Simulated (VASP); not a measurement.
# ZrC in VASP: a series of runs

ZrC is run at these levels: PBEsol, PBE, PBEsol+U; tasks: single point.

Everything below comes from runs of VASP 6.6.1. Logs are shortened: lines on timing, memory, paths and dates and some standing lists are left out, and cuts for length are marked.

## 1. The cell of the first run

The typed cell holds 4 atoms: a = 3.391 Å, b = 3.391 Å, c = 5.290 Å, α = 90.00°, β = 90.00°, γ = 120.00°.

## 2. Single point, PBEsol (atoms moved at random)

Contents of INCAR:

```
SYSTEM = ZrC
ALGO     = Normal         ! electronic algorithm
EDIFF    = 1E-7           ! SCF threshold, eV
ENCUT    = 520            ! plane-wave cutoff, eV
GGA      = PS             ! functional
ISIF     = 2              ! what is computed and relaxed
ISMEAR   = -1             ! smearing method
LASPH    = .True.         ! aspherical terms in the spheres
LCHARG   = .False.        ! write CHGCAR
LREAL    = .False.        ! projectors in reciprocal space
LWAVE    = .False.        ! write WAVECAR
NBANDS   = 24             ! bands
NELM     = 100            ! most SCF steps
PREC     = Accurate       ! precision mode
SIGMA    = 0.05           ! smearing width, eV
```

Contents of KPOINTS:

```
k-points
0
Gamma
  9 9 5
  0 0 0
```

Contents of POSCAR:

```
ZrC
1.0
    3.3914762718      0.0000000000      0.0000000000
   -1.6957381359      2.9371046077      0.0000000000
    0.0000000000      0.0000000000      5.2900530000
Zr C
2 2
Direct
    0.6564960000      0.3361750000      0.7457770000
    0.3534290000      0.6814770000      0.2533850000
   -0.0106820000     -0.0085700000      0.5010310000
    0.0019040000     -0.0091580000     -0.0024290000
```

Potentials or basis: VASP PAW PBE potentials, release 64 (Zr_sv, C).

Command:

```sh
cat potpaw_PBE.64/Zr_sv/POTCAR potpaw_PBE.64/C/POTCAR > POTCAR
mpirun -np 1 vasp_std > vasp.out
```

OUTCAR:

```text
SYSTEM = ZrC
   EDIFF = 1E-7
   ENCUT = 520
   GGA = PS
   ISIF = 2
   ISMEAR = -1
   LASPH = .True.
   LREAL = .False.
   NELM = 100
   PREC = Accurate

 ion  position               nearest neighbor table
   1  0.656  0.336  0.746-   3 2.32   4 2.34   4 2.34   3 2.35   3 2.37   4 2.43   2 3.23   2 3.24
                             2 3.29   2 3.30   2 3.31   2 3.38
   2  0.353  0.681  0.253-   3 2.28   4 2.34   4 2.37   3 2.38   3 2.41   4 2.44   1 3.23   1 3.24
                             1 3.29   1 3.30   1 3.31   1 3.38
   3  0.989  0.991  0.501-   2 2.28   1 2.32   1 2.35   1 2.37   2 2.38   2 2.41
   4  0.002  0.991  0.998-   2 2.34   1 2.34   1 2.34   2 2.37   1 2.43   2 2.44

  LATTYP: Found a hexagonal cell.
 ALAT       =     3.3914762718
 C/A-ratio  =     1.5598083478

  Lattice vectors:

 A1 = (   3.3914762718,   0.0000000000,   0.0000000000)
 A2 = (  -1.6957381359,   2.9371046077,   0.0000000000)
 A3 = (   0.0000000000,   0.0000000000,   5.2900530000)

Analysis of symmetry for initial positions (statically):
=====================================================================
 Subroutine PRICEL returns:
 Original cell was already a primitive cell.

 Routine SETGRP: Setting up the symmetry group for a
 hexagonal supercell.

 Subroutine GETGRP returns: Found  1 space group operations
 (whereof  1 operations were pure point group operations)
 out of a pool of 24 trial point group operations.

The static configuration has the point symmetry C_1 .

Analysis of symmetry for dynamics (positions and initial velocities):
=====================================================================
 Subroutine PRICEL returns:
 Original cell was already a primitive cell.

 Routine SETGRP: Setting up the symmetry group for a
 hexagonal supercell.

 Subroutine GETGRP returns: Found  1 space group operations
 (whereof  1 operations were pure point group operations)
 out of a pool of 24 trial point group operations.

The dynamic configuration has the point symmetry C_1 .

 Subroutine INISYM returns: Found  1 space group operations
 (whereof  1 operations are pure point group operations),
 and found     1 'primitive' translations

----------------------------------------------------------------------------------------

                                     Primitive cell

  volume of cell :      52.6949

  direct lattice vectors                    reciprocal lattice vectors
     3.391476272  0.000000000  0.000000000     0.294856847  0.170235680  0.000000000
    -1.695738136  2.937104608  0.000000000     0.000000000  0.340471360  0.000000000
[... 92 lines left out ...]
   NSW    =      0    number of steps for IOM
   IBRION =     -1    ionic relax: 0-MD 1-quasi-New 2-CG
   NFREE  =      0    steps in history (QN), initial steepest desc. (CG)
   ISIF   =      2    stress and relaxation
   ISYM   =      2    0-nonsym 1-usesym 2-fastsym
   POTIM  = 0.5000    time-step for ionic-motion
   TEBEG  =    0.0;   TEEND  =   0.0 temperature during run
   PSTRESS=    0.0 pullay stress
   NELECT =      32.0000    total number of electrons
   NUPDOWN=      -1.0000    fix difference up-down
   EMIN   =  10.00;   EMAX   =-10.00  energy-range for DOS
   EFERMI =   0.00;   METHOD = LEGACY
   ISMEAR =    -1;   SIGMA  =   0.05  broadening in eV -4-tet -1-fermi 0-gaus
   EFERMI_NEDOS =   21; number of points for ismear=-14 and -15
   IALGO  =     38    algorithm
   IMIX   =      4    mixing-type and parameters
     AMIX     =   0.40;   BMIX     =  1.00
     AMIX_MAG =   1.60;   BMIX_MAG =  1.00
  volume/ion in A,a.u.               =      13.17        88.90
  Fermi-wavevector in a.u.,A,eV,Ry     =   1.386337  2.619797 26.149441  1.921930
  Thomas-Fermi vector in A             =   2.510662
   LORBIT       =      0    0 simple, 1 ext, 2 COOP (PROOUT), +10 PAW based schemes
   GGA     = PS    functional components
   LHFCALC =     F    Hartree Fock is set to
   AEXX    =    0.0000 exact exchange contribution
   IVDW    =     0    specifies the selected vdW correction
   LEPSILON=     F    determine dielectric tensor
   LRPA    =     F    only Hartree local field effects (RPA)
 non-spin polarized calculation
  energy-cutoff  :      520.00
  volume of cell :       52.69
 maximum number of plane-waves:      1431
 NGX is ok and might be reduce to    28
   NGX = 13   NGY = 13   NGZ = 19

 number of electron      32.0000000 magnetization

 Free energy of the ion-electron system (eV)
  ---------------------------------------------------
  ext. energy  EPLUGINS =         0.00000000
  ---------------------------------------------------
  free energy    TOTEN  =       -40.37406092 eV

  energy without entropy =      -40.36849630  energy(sigma->0) =      -40.37127861

 E-fermi :   9.6365     XC(G=0): -12.2030

 val. band max:        9.6239692566   @ k =   0.2222   0.2222   0.2000
 cond. band min:       9.6398847448   @ k =  -0.4444   0.2222   0.2000
 fundamental gap:      0.0159154883
 Fermi energy:         9.6365382185

 k-point     1 :       0.0000    0.0000    0.0000
  band No.  band energies     occupation
      1     -38.6113      2.00000
      2     -38.4906      2.00000
      3     -17.2030      2.00000
      4     -16.5181      2.00000
      5     -16.4760      2.00000
      6     -16.3970      2.00000
[... 637 lines left out ...]
     23      15.0686      0.00000
     24      15.6002      0.00000

 [... further k-points ...]

------------------------ aborting loop because EDIFF is reached ----------------------------------------

  FORCE on cell =-STRESS in cart. coord.  units (eV):
  Direction    XX          YY          ZZ          XY          YZ          ZX
  --------------------------------------------------------------------------------------
  -------------------------------------------------------------------------------------
  Total       -2.5072101     -2.4525998     -1.7983181     -0.0258496      0.0472113      0.1568193
  in kB      -76.2312582    -74.5708439    -54.6775294     -0.7859535      1.4354508      4.7680620
  external PRESSURE =     -68.4932105 kB  Pullay stress =       0.0000000 kB

 VOLUME and BASIS-vectors are now :
 -----------------------------------------------------------------------------
  energy-cutoff  :      520.00
  volume of cell :       52.69
      direct lattice vectors                 reciprocal lattice vectors
     3.391476272  0.000000000  0.000000000     0.294856847  0.170235680  0.000000000
    -1.695738136  2.937104608  0.000000000     0.000000000  0.340471360  0.000000000
     0.000000000  0.000000000  5.290053000     0.000000000  0.000000000  0.189034023

 POSITION                                       TOTAL-FORCE (eV/Angst)
 -----------------------------------------------------------------------------------
      1.65643      0.98738      3.94520         0.503773     -0.492951      0.585423
      0.04304      2.00157      1.34042        -0.619080     -0.927149     -0.611322
      1.67404      2.91193      2.65048         0.242509      0.744849     -0.082006
     -1.67375      2.91021      5.27720        -0.127203      0.675251      0.107905
 -----------------------------------------------------------------------------------
    total drift:                                0.000027     -0.000016     -0.000003

  FREE ENERGIE OF THE ION-ELECTRON SYSTEM (eV)
  ---------------------------------------------------
  free  energy   TOTEN  =       -40.3740609220 eV

  energy  without entropy=      -40.3684963026  energy(sigma->0) =      -40.37127861
```

OSZICAR:

```text
N       E                     dE             d eps       ncg     rms          rms(c)
DAV:   1     0.251157217489E+03    0.25116E+03   -0.16993E+04  9744   0.134E+03
DAV:   2    -0.255044685108E+02   -0.27666E+03   -0.26138E+03 11776   0.373E+02
DAV:   3    -0.459487057775E+02   -0.20444E+02   -0.20193E+02 17656   0.811E+01
DAV:   4    -0.465674933041E+02   -0.61879E+00   -0.61840E+00 11624   0.140E+01
DAV:   5    -0.465926454697E+02   -0.25152E-01   -0.25151E-01 15600   0.200E+00    0.291E+01
DAV:   6    -0.408382017468E+02    0.57544E+01   -0.31198E+01 11648   0.279E+01    0.117E+01
DAV:   7    -0.404185608938E+02    0.41964E+00   -0.27579E+00 14288   0.824E+00    0.825E+00
DAV:   8    -0.404131713757E+02    0.53895E-02   -0.55710E-01 11688   0.400E+00    0.164E+00
DAV:   9    -0.403735174650E+02    0.39654E-01   -0.16350E-01 13864   0.179E+00    0.472E-01
DAV:  10    -0.403752235760E+02   -0.17061E-02   -0.10926E-02 12640   0.634E-01    0.431E-01
DAV:  11    -0.403741443266E+02    0.10792E-02   -0.33357E-03 12176   0.379E-01    0.127E-01
DAV:  12    -0.403740639873E+02    0.80339E-04   -0.51992E-04 12776   0.121E-01    0.144E-02
DAV:  13    -0.403740623382E+02    0.16491E-05   -0.16238E-05 14032   0.224E-02    0.743E-03
DAV:  14    -0.403740613539E+02    0.98424E-06   -0.10180E-06 13528   0.842E-03    0.793E-03
DAV:  15    -0.403740610010E+02    0.35296E-06   -0.82442E-07 10152   0.427E-03    0.111E-03
DAV:  16    -0.403740609220E+02    0.79020E-07   -0.39404E-08  7352   0.143E-03
   1 F= -.40374061E+02 E0= -.40371279E+02  d E =-.556462E-02
```

stdout:

```text
POSCAR found type information on POSCAR ZrC
 POSCAR found :  2 types and       4 ions
 scaLAPACK will be used
 -----------------------------------------------------------------------------
|                                                                             |
|                                                                             |
|     You enforced a specific xc type in the INCAR file but a different       |
|     I HOPE YOU KNOW WHAT YOU ARE DOING!                                     |
|                                                                             |
 -----------------------------------------------------------------------------

 LDA part: xc-table for (Slater+PW92), standard interpolation
 POSCAR, INCAR and KPOINTS ok, starting setup
 FFT: planning ... GRIDC
 FFT: planning ... GRID_SOFT
 FFT: planning ... GRID
 WAVECAR not read
 entering main loop
```

Run time: 7.9 min. Hardware: 1 thread of Intel Xeon 8259CL, shared host; peak memory 0.34 GiB.

Results:

```
Free energy            : -40.3741 eV
Pressure               : -6.8 GPa
Largest force          : 1.271 eV/Å
Band gap on the k mesh : zero (bands 16 and 17 overlap by 0.90 eV)
```

Forces in eV/Å, atoms in the order of the input:
```
Zr   0.504 -0.493  0.585
Zr  -0.619 -0.927 -0.611
C    0.243  0.745 -0.082
C   -0.127  0.675  0.108
```

Caveat: the cell differs from its parent crystal (atoms moved at random); the cell stands under tension; the PAW data sets were made with another functional, which shifts forces and pressure a little.

## 3. Single point, PBE (atoms moved at random)

Contents of INCAR:

```
PREC     = Accurate       # precision mode
ENCUT    = 520            # plane-wave cutoff, eV
EDIFF    = 1E-6           # SCF threshold, eV
ISMEAR   = -1             # smearing method
SIGMA    = 0.05           # smearing width, eV
LREAL    = F              # projectors in reciprocal space
LASPH    = T              # aspherical terms in the spheres
NELM     = 60             # most SCF steps
ALGO     = Normal         # electronic algorithm
ISIF     = 2              # what is computed and relaxed
LWAVE    = F              # write WAVECAR
LCHARG   = F              # write CHGCAR
GGA      = PE             # functional
NBANDS   = 24             # bands
```

Contents of KPOINTS:

```
Automatic mesh
0
Gamma
  9 9 5
```

POSCAR is that of step 2.

Potentials or basis: VASP PAW PBE potentials, release 64 (Zr_sv, C).

Command:

```sh
cat potpaw_PBE.64/Zr_sv/POTCAR potpaw_PBE.64/C/POTCAR > POTCAR
mpirun -np 1 vasp_std > vasp.out
```

OUTCAR:

```text
PREC = Accurate
   ENCUT = 520
   EDIFF = 1E-6
   ISMEAR = -1
   LREAL = F
   LASPH = T
   NELM = 60
   ISIF = 2
   GGA = PE

 ion  position               nearest neighbor table
   1  0.656  0.336  0.746-   3 2.32   4 2.34   4 2.34   3 2.35   3 2.37   4 2.43   2 3.23   2 3.24
                             2 3.29   2 3.30   2 3.31   2 3.38
   2  0.353  0.681  0.253-   3 2.28   4 2.34   4 2.37   3 2.38   3 2.41   4 2.44   1 3.23   1 3.24
                             1 3.29   1 3.30   1 3.31   1 3.38
   3  0.989  0.991  0.501-   2 2.28   1 2.32   1 2.35   1 2.37   2 2.38   2 2.41
[... 852 lines left out ...]
  -------------------------------------------------------------------------------------
  Total       -0.7884730     -0.7367072      0.1712080     -0.0224194      0.0475541      0.1587085
  in kB      -23.9733746    -22.3994465      5.2055482     -0.6816587      1.4458747      4.8255013
  external PRESSURE =     -13.7224243 kB  Pullay stress =       0.0000000 kB

 VOLUME and BASIS-vectors are now :
 -----------------------------------------------------------------------------
  energy-cutoff  :      520.00
  volume of cell :       52.69
      direct lattice vectors                 reciprocal lattice vectors
     3.391476272  0.000000000  0.000000000     0.294856847  0.170235680  0.000000000
    -1.695738136  2.937104608  0.000000000     0.000000000  0.340471360  0.000000000
     0.000000000  0.000000000  5.290053000     0.000000000  0.000000000  0.189034023

 POSITION                                       TOTAL-FORCE (eV/Angst)
 -----------------------------------------------------------------------------------
      1.65643      0.98738      3.94520         0.507369     -0.494669      0.596603
      0.04304      2.00157      1.34042        -0.622804     -0.932086     -0.622244
      1.67404      2.91193      2.65048         0.240196      0.748010     -0.085769
     -1.67375      2.91021      5.27720        -0.124761      0.678745      0.111410
 -----------------------------------------------------------------------------------
    total drift:                                0.000041      0.000245      0.000002

  FREE ENERGIE OF THE ION-ELECTRON SYSTEM (eV)
  ---------------------------------------------------
  free  energy   TOTEN  =       -38.1560873140 eV

  energy  without entropy=      -38.1505301844  energy(sigma->0) =      -38.15330875
```

OSZICAR:

```text
N       E                     dE             d eps       ncg     rms          rms(c)
DAV:   1     0.254095024385E+03    0.25410E+03   -0.17016E+04  9744   0.134E+03
DAV:   2    -0.237311471852E+02   -0.27783E+03   -0.26238E+03 11792   0.373E+02
DAV:   3    -0.441937913486E+02   -0.20463E+02   -0.20212E+02 17528   0.814E+01
DAV:   4    -0.448493885286E+02   -0.65560E+00   -0.65519E+00 11632   0.144E+01
DAV:   5    -0.448754090686E+02   -0.26021E-01   -0.26019E-01 15568   0.207E+00    0.285E+01
DAV:   6    -0.386574137128E+02    0.62180E+01   -0.35380E+01 11640   0.294E+01    0.111E+01
DAV:   7    -0.381874902153E+02    0.46992E+00   -0.31099E+00 14352   0.881E+00    0.812E+00
DAV:   8    -0.382136781876E+02   -0.26188E-01   -0.69113E-01 11672   0.435E+00    0.188E+00
DAV:   9    -0.381549131360E+02    0.58765E-01   -0.22225E-01 13720   0.208E+00    0.439E-01
DAV:  10    -0.381574694180E+02   -0.25563E-02   -0.15795E-02 12736   0.687E-01    0.464E-01
DAV:  11    -0.381562364586E+02    0.12330E-02   -0.36110E-03 12344   0.407E-01    0.163E-01
DAV:  12    -0.381560907690E+02    0.14569E-03   -0.78065E-04 13000   0.138E-01    0.120E-02
DAV:  13    -0.381560890714E+02    0.16976E-05   -0.23662E-05 11944   0.252E-02    0.732E-03
DAV:  14    -0.381560879205E+02    0.11509E-05   -0.24588E-06  8800   0.127E-02    0.105E-02
DAV:  15    -0.381560873140E+02    0.60642E-06   -0.71280E-07  7784   0.559E-03
   1 F= -.38156087E+02 E0= -.38153309E+02  d E =-.555713E-02
```

It took 7 min on 1 thread of Intel Xeon 8259CL, shared host; peak memory 0.33 GiB.

What came out:

* Free energy: -38.1561 eV
* Pressure: -1.4 GPa
* Largest force: 1.282 eV/Å
* Band gap on the k mesh: zero (bands 16 and 17 overlap by 0.93 eV)

Forces in eV/Å, atoms in the order of the input:
```
Zr   0.507 -0.495  0.597
Zr  -0.623 -0.932 -0.622
C    0.240  0.748 -0.086
C   -0.125  0.679  0.111
```

Caveat: the cell differs from its parent crystal (atoms moved at random); forces of over 1 eV/Å act on the atoms, so gaps and moduli don't describe the material at rest.

## 4. Single point, PBEsol

Contents of INCAR:

```
ALGO = Normal ; EDIFF = 1E-7
ENCUT = 520 ; GGA = PS
ISIF = 2 ; ISMEAR = -1
LASPH = True ; LCHARG = True
LELF = True ; LREAL = False
LVHAR = True ; LWAVE = False
NBANDS = 24 ; NELM = 100
PREC = Accurate ; SIGMA = 0.05
```

Contents of KPOINTS:

```
k-points
0
Gamma
  9 9 5
```

Contents of POSCAR:

```
ZrC
1.0
    3.3914762718      0.0000000000      0.0000000000
   -1.6957381359      2.9371046077      0.0000000000
    0.0000000000      0.0000000000      5.2900530000
Zr C
2 2
Direct
    0.6666666667      0.3333333333      0.7500000000
    0.3333333333      0.6666666667      0.2500000000
    0.0000000000      0.0000000000      0.5000000000
    0.0000000000      0.0000000000      0.0000000000
```

Command:

```sh
cat potpaw_PBE.64/Zr_sv/POTCAR potpaw_PBE.64/C/POTCAR > POTCAR
mpirun -np 1 vasp_std > vasp.out
```

It took 28 s on 1 thread of Intel Xeon 6975P-C (Granite Rapids), shared host; peak memory 0.18 GiB.

Results (log left out):

- Free energy: -40.4549 eV
- Pressure: -7.5 GPa
- Band gap on the k mesh: zero (bands 16 and 17 overlap by 0.95 eV)

Stress tensor (GPa, compression positive):
```
-8.06  0.00  0.00
 0.00 -8.06  0.00
 0.00  0.00 -6.33
```

Levels at points of the mesh, in eV from the Fermi level:
```
           k point  band 13  band 14  band 15  band 16  band 17  band 18  band 19  band 20
(0.00, 0.00, 0.00)    -2.81    -1.08    -1.08     0.92     1.23     1.23     1.63     1.63
```

Caveat: the cell stands under tension; the PAW data sets were made with another functional, which shifts forces and pressure a little.

## 5. Single point, PBEsol+U

Contents of INCAR:

```
PREC = Accurate
ENCUT = 520
EDIFF = 1E-6
ISMEAR = -1
SIGMA = 0.05
LREAL = F
LASPH = T
NELM = 150
ALGO = Normal
ISIF = 2
LWAVE = F
LCHARG = T
LMAXMIX = 4
LDAU = T
LDAUTYPE = 2
LDAUL = 2 -1
LDAUU = 4 0
LDAUJ = 0 0
LDAUPRINT = 1
GGA = PS
LELF = T
LVHAR = T
NBANDS = 24
```

Contents of KPOINTS:

```
regular mesh
0
Gamma
  9 9 5
```

POSCAR is that of step 4.

Command:

```sh
cat potpaw_PBE.64/Zr_sv/POTCAR potpaw_PBE.64/C/POTCAR > POTCAR
mpirun -np 1 vasp_std > vasp.out
```

It took 23 s on 1 thread of Intel Xeon 6975P-C (Granite Rapids), shared host; peak memory 0.19 GiB.

Results (log left out):

```yaml
Free_energy: -35.1123 eV
Pressure: 3.5 GPa
Band_gap_on_the_k_mesh: zero (bands 16 and 17 overlap by 1.21 eV)
```

Stress tensor (GPa, compression positive):
```
2.17 0.00 0.00
0.00 2.17 0.00
0.00 0.00 6.23
```

Levels at points of the mesh, in eV from the Fermi level:
```
           k point  band 13  band 14  band 15  band 16  band 17  band 18  band 19  band 20
(0.00, 0.00, 0.00)    -2.84    -1.21    -1.21     1.13     1.46     1.46     1.80     1.80
```

Eigenvalues of the final occupation matrices:
```tsv
site	spin	trace	eigenvalues
site 1 d	1	0.75	0.11 0.14 0.14 0.18 0.18
site 1 d	2	0.75	0.11 0.14 0.14 0.18 0.18
site 2 d	1	0.75	0.11 0.14 0.14 0.18 0.18
site 2 d	2	0.75	0.11 0.14 0.14 0.18 0.18
```

Caveat: the cell stands under pressure; the PAW data sets were made with another functional, which shifts forces and pressure a little; U without spin polarisation on a metal has little footing; the U is typed as a test and isn't derived for this compound.

## 6. The runs side by side

```csv
level,U,cell,gap on the mesh (eV),pressure (GPa),largest force (eV/Å)
PBEsol,-,"as given, atomic positions A",none,-6.8,1.27
PBE,-,"as given, atomic positions A",none,-1.4,1.28
PBEsol,-,"as given, atomic positions B",none,-7.5,-
PBEsol+U,Zr d U = 4.0 eV,"as given, atomic positions B",none,3.5,-
```

Alike in all rows: task single point; potentials or basis VASP PAW PBE potentials, release 64 (Zr_sv, C); no spin polarisation; k mesh 9 × 9 × 5; cutoff (eV) 520; smearing fermi-dirac 0.05 eV.

Caveats: the PAW data sets were made with another functional, which shifts forces and pressure a little (at least some runs); the cell stands under tension (at least some runs); forces of over 1 eV/Å act on the atoms, so gaps and moduli don't describe the material at rest (at least some runs); the cell stands under pressure (at least some runs); U without spin polarisation on a metal has little footing (at least some runs); the U is typed as a test and isn't derived for this compound (at least some runs).

Absolute energies hang on the potentials; compare differences alone.
